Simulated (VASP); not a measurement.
# LiF (P4/mmm) in VASP: single point with r2SCAN

Aim: the single point of LiF with r2SCAN.

All numbers are computed with VASP 6.6.1; they aren't measurements. Logs are shortened: lines on timing, memory, paths and dates and some standing lists are left out, and cuts for length are marked.

### Step 1. The cell of the first run

Symmetry: P4/mmm, No. 123, tetragonal system. Conventional cell: a = 2.516 Å, b = 2.516 Å, c = 2.547 Å, α = 90.00°, β = 90.00°, γ = 90.00°. Within 2.9 Å of Li (site symmetry 4/mmm) lie 8 F at 2.19 Å and 6 Li at 2.52 to 2.55 Å. F (site symmetry 4/mmm) has 8 Li at 2.19 Å and 6 F at 2.52 to 2.55 Å within 2.9 Å.

### Step 2. Single point, r2SCAN (uniaxial x strain +1.2%)

The input, POSCAR:

```
LiF
1.0
    2.5472084227      0.0000000000      0.0000000000
    0.0000000000      2.5162584438      0.0000000000
    0.0000000000      0.0000000000      2.5162584438
Li F
1 1
Direct
    0.0000000000      0.0000000000      0.0000000000
    0.5000000000      0.5000000000      0.5000000000
```

The input, INCAR.step1:

```
SYSTEM = LiF
PREC     = Accurate       ! precision mode
ENCUT    = 910            ! plane-wave cutoff, eV
ISMEAR   = 0              ! smearing method
SIGMA    = 0.01           ! smearing width, eV
LREAL    = .FALSE.        ! projectors in reciprocal space
LASPH    = .TRUE.         ! aspherical terms in the spheres
NELM     = 120            ! most SCF steps
NBANDS   = 12             ! bands
GGA      = PE             ! functional
ALGO     = Normal         ! electronic algorithm
EDIFF    = 1E-5           ! SCF threshold, eV
LWAVE    = .TRUE.         ! write WAVECAR
LCHARG   = .FALSE.        ! write CHGCAR
GGA_COMPAT= .FALSE.
```

The input, INCAR.step2:

```
SYSTEM = LiF
PREC     = Accurate       ! precision mode
ENCUT    = 910            ! plane-wave cutoff, eV
EDIFF    = 1E-6           ! SCF threshold, eV
ISMEAR   = 0              ! smearing method
SIGMA    = 0.01           ! smearing width, eV
LREAL    = .FALSE.        ! projectors in reciprocal space
LASPH    = .TRUE.         ! aspherical terms in the spheres
NELM     = 120            ! most SCF steps
ALGO     = Normal         ! electronic algorithm
ISIF     = 2              ! what is computed and relaxed
LWAVE    = .FALSE.        ! write WAVECAR
LCHARG   = .FALSE.        ! write CHGCAR
METAGGA  = R2SCAN         ! meta-GGA
LMIXTAU  = .TRUE.       
NBANDS   = 12             ! bands
ISTART   = 1            
GGA_COMPAT= .FALSE.
```

The input, KPOINTS:

```
Automatic mesh
0
G
  10 10 10
  0 0 0
```

Potentials or basis: VASP PAW PBE potentials, release 64 (Li_sv, F_h).

The run is started by

```console
$ cat potpaw_PBE.64/Li_sv/POTCAR potpaw_PBE.64/F_h/POTCAR > POTCAR
$ cp INCAR.step1 INCAR
$ mpirun -np 1 vasp_std > vasp.out
$ cp INCAR.step2 INCAR
$ mpirun -np 1 vasp_std > vasp.out
```

OUTCAR:

```text
SYSTEM = LiF
   PREC = Accurate
   ENCUT = 910
   EDIFF = 1E-6
   ISMEAR = 0
   LREAL = .FALSE.
   LASPH = .TRUE.
   NELM = 120
   ISIF = 2
   METAGGA = R2SCAN
   ISTART = 1

 ion  position               nearest neighbor table
   1  0.000  0.000  0.000-
   2  0.500  0.500  0.500-

  LATTYP: Found a simple tetragonal cell.
 ALAT       =     2.5162584438
 C/A-ratio  =     1.0123000000

  Lattice vectors:

 A1 = (   0.0000000000,   2.5162584438,   0.0000000000)
 A2 = (   0.0000000000,   0.0000000000,   2.5162584438)
 A3 = (   2.5472084227,   0.0000000000,   0.0000000000)

Analysis of symmetry for initial positions (statically):
=====================================================================
 Subroutine PRICEL returns:
 Original cell was already a primitive cell.

 Routine SETGRP: Setting up the symmetry group for a
 simple tetragonal supercell.

 Subroutine GETGRP returns: Found 16 space group operations
 (whereof 16 operations were pure point group operations)
 out of a pool of 16 trial point group operations.

The static configuration has the point symmetry D_4h.

Analysis of symmetry for dynamics (positions and initial velocities):
=====================================================================
 Subroutine PRICEL returns:
 Original cell was already a primitive cell.

 Routine SETGRP: Setting up the symmetry group for a
 simple tetragonal supercell.

 Subroutine GETGRP returns: Found 16 space group operations
 (whereof 16 operations were pure point group operations)
 out of a pool of 16 trial point group operations.

The dynamic configuration has the point symmetry D_4h.

 Subroutine INISYM returns: Found 16 space group operations
 (whereof 16 operations are pure point group operations),
 and found     1 'primitive' translations

----------------------------------------------------------------------------------------

                                     Primitive cell

  volume of cell :      16.1278

  direct lattice vectors                    reciprocal lattice vectors
     2.547208423  0.000000000  0.000000000     0.392586642  0.000000000  0.000000000
     0.000000000  2.516258444  0.000000000     0.000000000  0.397415457  0.000000000
     0.000000000  0.000000000  2.516258444     0.000000000  0.000000000  0.397415457

  length of vectors
     2.547208423  2.516258444  2.516258444     0.392586642  0.397415457  0.397415457

  position of ions in fractional coordinates (direct lattice)
     0.000000000  0.000000000  0.000000000
     0.500000000  0.500000000  0.500000000

  ion indices of the primitive-cell ions
   primitive index   ion index
                 1           1
                 2           2

----------------------------------------------------------------------------------------

 KPOINTS: Automatic mesh

Automatic generation of k-mesh.
 Grid dimensions read from file:
 generate k-points for:   10   10   10

 Generating k-lattice:

  Cartesian coordinates                     Fractional coordinates (reciprocal lattice)
     0.039258664  0.000000000  0.000000000     0.100000000  0.000000000  0.000000000
     0.000000000  0.039741546  0.000000000     0.000000000  0.100000000  0.000000000
     0.000000000  0.000000000  0.039741546     0.000000000  0.000000000  0.100000000

  Length of vectors
     0.039258664  0.039741546  0.039741546

  Shift w.r.t. Gamma in fractional coordinates (k-lattice)
     0.000000000  0.000000000  0.000000000

 Subroutine IBZKPT returns following result:
 ===========================================

 Found    126 irreducible k-points:

 Following reciprocal coordinates:
            Coordinates               Weight
  0.000000  0.000000  0.000000      1.000000
  0.100000  0.000000  0.000000      2.000000
  0.200000  0.000000  0.000000      2.000000
  0.300000  0.000000  0.000000      2.000000
  0.400000  0.000000  0.000000      2.000000
  0.500000  0.000000  0.000000      1.000000
[... 16 lines left out ...]
  0.400000  0.300000  0.000000      8.000000
  0.500000  0.300000  0.000000      4.000000
 [... further k-points ...]
   k-points           NKPTS =    126   k-points in BZ     NKDIM =    126   number of bands    NBANDS=     12
   number of dos      NEDOS =    301   number of ions     NIONS =      2
   total plane-waves  NPLWV =  21952
   dimension x,y,z NGX =    28 NGY =   28 NGZ =   28
   dimension x,y,z NGXF=    56 NGYF=   56 NGZF=   56
   ions per type =               1   1
   NGX,Y,Z   is equivalent  to a cutoff of  18.27, 18.50, 18.50 a.u.
   NGXF,Y,Z  is equivalent  to a cutoff of  36.55, 37.00, 37.00 a.u.
 SYSTEM =  LiF
   PREC   = accura    normal or accurate (medium, high low for compatibility)
   ISTART =      1    job   : 0-new  1-cont  2-samecut
   ICHARG =      0    charge: 1-file 2-atom 10-const
   ISPIN  =      1    spin polarized calculation?
   LNONCOLLINEAR =      F non collinear calculations
   LSORBIT =      F    spin-orbit coupling
   LASPH  =      T    aspherical Exc in radial PAW
   ENCUT  =  910.0 eV  66.88 Ry    8.18 a.u.   6.27  6.19  6.19*2*pi/ulx,y,z
   NELM   =    120;   NELMIN=  2; NELMDL=  0     # of ELM steps
   EDIFF  = 0.1E-05   stopping-criterion for ELM
   LREAL  =      F    real-space projection
   EDIFFG = 0.1E-04   stopping-criterion for IOM
   NSW    =      0    number of steps for IOM
   IBRION =     -1    ionic relax: 0-MD 1-quasi-New 2-CG
   NFREE  =      0    steps in history (QN), initial steepest desc. (CG)
   ISIF   =      2    stress and relaxation
   ISYM   =      2    0-nonsym 1-usesym 2-fastsym
   POTIM  = 0.5000    time-step for ionic-motion
   TEBEG  =    0.0;   TEEND  =   0.0 temperature during run
   PSTRESS=    0.0 pullay stress
   NELECT =      10.0000    total number of electrons
   NUPDOWN=      -1.0000    fix difference up-down
   EMIN   =  10.00;   EMAX   =-10.00  energy-range for DOS
   EFERMI =   0.00;   METHOD = LEGACY
   ISMEAR =     0;   SIGMA  =   0.01  broadening in eV -4-tet -1-fermi 0-gaus
   EFERMI_NEDOS =   21; number of points for ismear=-14 and -15
   IALGO  =     38    algorithm
   IMIX   =      4    mixing-type and parameters
     AMIX     =   0.40;   BMIX     =  1.00
     AMIX_MAG =   1.60;   BMIX_MAG =  1.00
  volume/ion in A,a.u.               =       8.06        54.42
  Fermi-wavevector in a.u.,A,eV,Ry     =   1.395993  2.638044 26.514977  1.948796
  Thomas-Fermi vector in A             =   2.519390
   LORBIT       =      0    0 simple, 1 ext, 2 COOP (PROOUT), +10 PAW based schemes
   METAGGA = R2SCAN    functional components
   LHFCALC =     F    Hartree Fock is set to
   AEXX    =    0.0000 exact exchange contribution
   IVDW    =     0    specifies the selected vdW correction
   LEPSILON=     F    determine dielectric tensor
   LRPA    =     F    only Hartree local field effects (RPA)
 non-spin polarized calculation
 Gauss-broadening in eV      SIGMA  =   0.01
  energy-cutoff  :      910.00
  volume of cell :       16.13
 maximum number of plane-waves:      1024
 NGX is ok and might be reduce to    28
   NGX = 13   NGY = 13   NGZ = 13

 number of electron      10.0000000 magnetization

 Free energy of the ion-electron system (eV)
  ---------------------------------------------------
  ext. energy  EPLUGINS =         0.00000000
  ---------------------------------------------------
  free energy    TOTEN  =       -11.28061642 eV

  energy without entropy =      -11.28061642  energy(sigma->0) =      -11.28061642

 E-fermi :   0.4010     XC(G=0): -10.6745

 val. band max:        0.3368973676   @ k =   0.5000   0.5000   0.0000
 cond. band min:       9.2905126602   @ k =   0.0000   0.0000   0.0000
 fundamental gap:      8.9536152926
 Fermi energy:         0.4009575827

 k-point     1 :       0.0000    0.0000    0.0000
  band No.  band energies     occupation
      1     -43.6697      2.00000
      2     -21.7959      2.00000
      3      -0.5080      2.00000
      4      -0.3702      2.00000
      5      -0.3702      2.00000
      6       9.2905      0.00000
      7      20.3326      0.00000
      8      20.6495      0.00000
      9      23.2296      0.00000
     10      23.6009      0.00000
     11      23.6009      0.00000
     12      40.6089      0.00000

 k-point     2 :       0.1000    0.0000    0.0000
  band No.  band energies     occupation
      1     -43.6651      2.00000
      2     -21.7550      2.00000
      3      -0.8581      2.00000
      4      -0.3334      2.00000
      5      -0.3334      2.00000
      6       9.5280      0.00000
      7      19.1004      0.00000
      8      20.8854      0.00000
      9      23.5329      0.00000
     10      23.5329      0.00000
     11      25.0753      0.00000
     12      39.2766      0.00000

 k-point     3 :       0.2000    0.0000    0.0000
  band No.  band energies     occupation
      1     -43.6532      2.00000
      2     -21.6456      2.00000
      3      -1.6942      2.00000
      4      -0.2362      2.00000
      5      -0.2362      2.00000
      6      10.0369      0.00000
      7      17.5975      0.00000
      8      21.5930      0.00000
      9      23.3361      0.00000
     10      23.3361      0.00000
     11      28.4123      0.00000
     12      35.7426      0.00000
[... 286 lines left out ...]
 k-point    23 :       0.4000    0.3000    0.0000
  band No.  band energies     occupation
      1     -43.5976      2.00000
      2     -21.0235      2.00000
      3      -3.0210      2.00000
      4      -2.2281      2.00000
      5       0.1957      2.00000
      6      13.3250      0.00000
      7      15.6656      0.00000
      8      16.9593      0.00000
      9      24.4146      0.00000
     10      24.5361      0.00000
     11      32.2790      0.00000
     12      33.7679      0.00000

 k-point    24 :       0.5000    0.3000    0.0000
  band No.  band energies     occupation
      1     -43.5936      2.00000
      2     -20.9722      2.00000
      3      -3.2690      2.00000
      4      -2.1912      2.00000
      5       0.2278      2.00000
      6      13.6078      0.00000
      7      15.3625      0.00000
      8      16.9922      0.00000
      9      23.8967      0.00000
     10      24.6983      0.00000
     11      32.2019      0.00000
     12      35.1325      0.00000

 [... further k-points ...]

------------------------ aborting loop because EDIFF is reached ----------------------------------------

  FORCE on cell =-STRESS in cart. coord.  units (eV):
  Direction    XX          YY          ZZ          XY          YZ          ZX
  --------------------------------------------------------------------------------------
  -------------------------------------------------------------------------------------
  Total       -0.5089764     -0.0996215     -0.0996215      0.0000000      0.0000000      0.0000000
  in kB      -50.5630476     -9.8966584     -9.8966584      0.0000000      0.0000000      0.0000000
  external PRESSURE =     -23.4521214 kB  Pullay stress =       0.0000000 kB

 VOLUME and BASIS-vectors are now :
 -----------------------------------------------------------------------------
  energy-cutoff  :      910.00
  volume of cell :       16.13
      direct lattice vectors                 reciprocal lattice vectors
     2.547208423  0.000000000  0.000000000     0.392586642  0.000000000  0.000000000
     0.000000000  2.516258444  0.000000000     0.000000000  0.397415457  0.000000000
     0.000000000  0.000000000  2.516258444     0.000000000  0.000000000  0.397415457

 POSITION                                       TOTAL-FORCE (eV/Angst)
 -----------------------------------------------------------------------------------
      0.00000      0.00000      0.00000         0.000000      0.000000      0.000000
      1.27360      1.25813      1.25813         0.000000      0.000000      0.000000
 -----------------------------------------------------------------------------------
    total drift:                                0.000000      0.000000      0.000000

  FREE ENERGIE OF THE ION-ELECTRON SYSTEM (eV)
  ---------------------------------------------------
  free  energy   TOTEN  =       -11.2806164180 eV

  energy  without entropy=      -11.2806164180  energy(sigma->0) =      -11.28061642
```

Run time: 75 s. Hardware: 1 thread of Intel Xeon 6975P-C (Granite Rapids), shared host; peak memory 0.18 GiB.

What came out:

- Free energy: -11.2806 eV
- Pressure: -2.3 GPa
- Band gap on the k mesh: 8.95 eV (least direct gap 9.66 eV)

Caveat: the cell differs from its parent crystal (uniaxial x strain +1.2%); the cutoff is under 1.25 times the usual one of these potentials, so pressure, stress and relaxed cells hold a basis-set (Pulay) error; the PAW data sets were made with another functional, which shifts forces and pressure a little. A k mesh can miss the band edges.
